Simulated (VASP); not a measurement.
# SrMg (R-3m) in VASP: notebook, part 2 of 2

VASP 6.6.1. The steps go on from the part before.

## Step 3: Single point, LDA

This run uses another cell than the first one, of the same volume but with other edges.

INCAR reads:

```
PREC = Accurate
ENCUT = 520
EDIFF = 1E-7
ISMEAR = 0
SIGMA = 0.15
LREAL = False
LASPH = True
NELM = 100
ALGO = Normal
ISIF = 2
LWAVE = False
LCHARG = True
GGA = CA
LELF = True
LVHAR = True
NBANDS = 13
```

KPOINTS reads:

```
regular mesh
0
Gamma
  14 14 14
```

POSCAR reads:

```
SrMg
1.0
   -0.7583942377      3.1643345779      3.1643345779
    3.1643345779     -0.7583942377      3.1643345779
    3.1643345779      3.1643345779     -0.7583942377
Sr Mg
1 1
Direct
    0.5000000000      0.5000000000      0.5000000000
    0.0000000000      0.0000000000      0.0000000000
```

Potentials or basis: VASP PAW LDA potentials, release 64 (Sr_sv, Mg).

Launch:

```sh
cat potpaw_LDA.64/Sr_sv/POTCAR potpaw_LDA.64/Mg/POTCAR > POTCAR
mpirun -np 1 vasp_std > vasp.out
```

Run time: 87 s. Hardware: 1 thread of Intel Xeon 6975P-C (Granite Rapids), shared host; peak memory 0.47 GiB.

The run converged. Its results:

```yaml
Free_energy: -3.3778 eV
Pressure: -2.1 GPa
Band_gap_on_the_k_mesh: zero (band 6 reaches 2.33 eV, above the bottom of band 7 at 0.76 eV)
```

Stress tensor (GPa, compression positive):
```
-2.15 -0.76 -0.76
-0.76 -2.15 -0.76
-0.76 -0.76 -2.15
```

Levels at points of the mesh, in eV from the Fermi level:
| k point | band 2 | band 3 | band 4 | band 5 | band 6 | band 7 | band 8 | band 9 | band 10 | band 11 |
| --- | --- | --- | --- | --- | --- | --- | --- | --- | --- | --- |
| (0.00, 0.00, 0.00) | -18.34 | -18.34 | -18.33 | -4.50 | 1.12 | 1.12 | 2.98 | 2.98 | 3.08 | 3.08 |
| (0.50, 0.00, 0.00) | -18.40 | -18.34 | -18.33 | -2.58 | -2.06 | 0.79 | 2.18 | 2.59 | 3.07 | 4.49 |
| (0.50, 0.50, 0.00) | -18.40 | -18.38 | -18.33 | -2.31 | -0.55 | 0.32 | 0.66 | 2.33 | 2.91 | 3.39 |
| (0.50, 0.50, 0.50) | -18.41 | -18.37 | -18.37 | -1.09 | -1.08 | 0.03 | 0.03 | 2.66 | 3.66 | 3.66 |

## Step 4: Single point, LDA

This run uses another cell than the first one, of the same volume but with other edges.

INCAR reads:

```
ALGO = Normal
EDIFF = 1E-6
ENCUT = 520
ISIF = 2
ISMEAR = 0
LASPH = T
LCHARG = T
LELF = T
LREAL = F
LVHAR = T
LWAVE = F
NBANDS = 13
NELM = 100
PREC = Accurate
SIGMA = 0.15
```

KPOINTS reads:

```
k-points
0
Gamma
  14 14 14
```

POSCAR reads:

```
SrMg
1.0
    1.8517107350      4.6292768375      4.6292768375
    4.6292768375      1.8517107350      4.6292768375
    4.6292768375      4.6292768375      1.8517107350
Sr Mg
1 1
Direct
    0.5000000000      0.5000000000      0.5000000000
    0.0000000000      0.0000000000      0.0000000000
```

Potentials or basis: VASP PAW LDA potentials, release 64 (Sr_sv, Mg).

Launch:

```sh
cat potpaw_LDA.64/Sr_sv/POTCAR potpaw_LDA.64/Mg/POTCAR > POTCAR
mpirun -np 1 vasp_std > vasp.out
```

OUTCAR:

```text
EDIFF = 1E-6
   ENCUT = 520
   ISIF = 2
   ISMEAR = 0
   LASPH = T
   LREAL = F
   NELM = 100
   PREC = Accurate

 ion  position               nearest neighbor table
   1  0.500  0.500  0.500-   2 3.93   2 3.93   2 3.93   2 3.93   2 3.93   2 3.93
   2  0.000  0.000  0.000-   1 3.93   1 3.93   1 3.93   1 3.93   1 3.93   1 3.93

  LATTYP: Found a trigonal (rhomboedric) cell.
 ALAT       =     6.8036196780
 COS(alpha) =     0.8333333333

  Lattice vectors:

 A1 = (   1.8517107350,   4.6292768375,   4.6292768375)
[... 562 lines left out ...]
      8       2.6757      0.00000
      9       4.1902      0.00000
     10       4.4082      0.00000
     11       4.9115      0.00000
     12       5.7852      0.00000
     13       6.3239      0.00000

 [... further k-points ...]
[... 5 lines left out ...]
  --------------------------------------------------------------------------------------
  -------------------------------------------------------------------------------------
  Total       -1.4973169     -1.4973169     -1.4973169     -0.5664882     -0.5664882     -0.5664882
  in kB      -27.9879518    -27.9879518    -27.9879518    -10.5888361    -10.5888361    -10.5888361
  external PRESSURE =     -27.9879518 kB  Pullay stress =       0.0000000 kB

 VOLUME and BASIS-vectors are now :
 -----------------------------------------------------------------------------
  energy-cutoff  :      520.00
  volume of cell :       85.71
      direct lattice vectors                 reciprocal lattice vectors
     1.851710735  4.629276837  4.629276837    -0.210016004  0.150011431  0.150011431
     4.629276837  1.851710735  4.629276837     0.150011431 -0.210016004  0.150011431
     4.629276837  4.629276837  1.851710735     0.150011431  0.150011431 -0.210016004

 POSITION                                       TOTAL-FORCE (eV/Angst)
 -----------------------------------------------------------------------------------
      5.55513      5.55513      5.55513         0.000000      0.000000      0.000000
      0.00000      0.00000      0.00000        -0.000000     -0.000000     -0.000000
 -----------------------------------------------------------------------------------
    total drift:                               -0.000000      0.000000     -0.000000

  FREE ENERGIE OF THE ION-ELECTRON SYSTEM (eV)
  ---------------------------------------------------
  free  energy   TOTEN  =        -3.2873140606 eV

  energy  without entropy=       -3.2609930448  energy(sigma->0) =       -3.27415355
```

stdout:

```text
POSCAR found type information on POSCAR SrMg
 POSCAR found :  2 types and       2 ions
 scaLAPACK will be used
 LDA part: xc-table for (Slater(with rela. corr.)+CA(PZ))
 , standard interpolation
 POSCAR, INCAR and KPOINTS ok, starting setup
 FFT: planning ... GRIDC
 FFT: planning ... GRID_SOFT
 FFT: planning ... GRID
 WAVECAR not read
 entering main loop
```

Wall time 6.2 min (1 thread of Intel Xeon 6975P-C (Granite Rapids), shared host); peak memory 0.59 GiB.

Results:

```yaml
Free_energy: -3.2873 eV
Pressure: -2.8 GPa
Band_gap_on_the_k_mesh: zero (band 6 reaches 1.41 eV, above the bottom of band 7 at 0.91 eV)
```

## Step 5: Single point, LDA

This run uses another cell than the first one, of the same volume but with other edges.

INCAR reads:

```
  PREC = Accurate
  ENCUT = 520
  EDIFF = 1E-6
  ISMEAR = 0
  SIGMA = 0.15
  LREAL = F
  LASPH = T
  NELM = 100
  ALGO = Normal
  ISIF = 2
  LWAVE = F
  LCHARG = F
  NBANDS = 13
```

KPOINTS reads:

```
Automatic mesh
0
Gamma
  14 14 14
```

POSCAR reads:

```
SrMg
1.0
    0.8530227791      3.9738378246      3.9738378246
    3.9738378246      0.8530227791      3.9738378246
    3.9738378246      3.9738378246      0.8530227791
Sr Mg
1 1
Direct
    0.5000000000      0.5000000000      0.5000000000
    0.0000000000      0.0000000000      0.0000000000
```

Launch:

```sh
cat potpaw_LDA.64/Sr_sv/POTCAR potpaw_LDA.64/Mg/POTCAR > POTCAR
mpirun -np 1 vasp_std > vasp.out
```

Run time: 2.3 min. Hardware: 1 thread of Intel Xeon 6975P-C (Granite Rapids), shared host; peak memory 0.5 GiB.

Results (log left out):

```yaml
Free_energy: -3.3455 eV
Pressure: -1.9 GPa
Band_gap_on_the_k_mesh: zero (band 6 reaches 1.95 eV, above the bottom of band 7 at 0.82 eV)
```

Stress tensor (GPa, compression positive):
```
-1.86  0.37  0.37
 0.37 -1.86  0.37
 0.37  0.37 -1.86
```

Levels at points of the mesh, in eV from the Fermi level:
```
           k point  band 2  band 3  band 4  band 5  band 6  band 7  band 8  band 9  band 10  band 11
(0.00, 0.00, 0.00)  -18.29  -18.21  -18.21   -4.44    0.41    1.45    2.40    2.40     3.19     3.19
(0.50, 0.00, 0.00)  -18.33  -18.28  -18.24   -1.83   -1.52    0.06    1.79    2.15     3.00     4.74
(0.50, 0.50, 0.00)  -18.33  -18.28  -18.24   -2.22   -0.52    0.30    0.99    2.18     3.15     3.16
(0.50, 0.50, 0.50)  -18.31  -18.21  -18.21   -3.11   -2.46    2.04    2.04    2.79     3.60     3.60
```

## Step 6: Summary

| cell | gap on the mesh (eV) | pressure (GPa) |
| --- | --- | --- |
| a = 4.443 Å, angles 82.7°, 2 atoms | none | -3.2 |
| a = 4.539 Å, angles 75.3°, 2 atoms | none | -2.1 |
| a = 6.804 Å, angles 33.6°, 2 atoms | none | -2.8 |
| a = 5.684 Å, angles 45.7°, 2 atoms | none | -1.9 |

Alike in all rows: task single point; level LDA; potentials or basis VASP PAW LDA potentials, release 64 (Sr_sv, Mg); no spin polarisation; k mesh 14 × 14 × 14; cutoff (eV) 520; smearing gaussian 0.15 eV.

Total energies depend on the potentials used, so only differences within one code and one set of settings carry meaning.
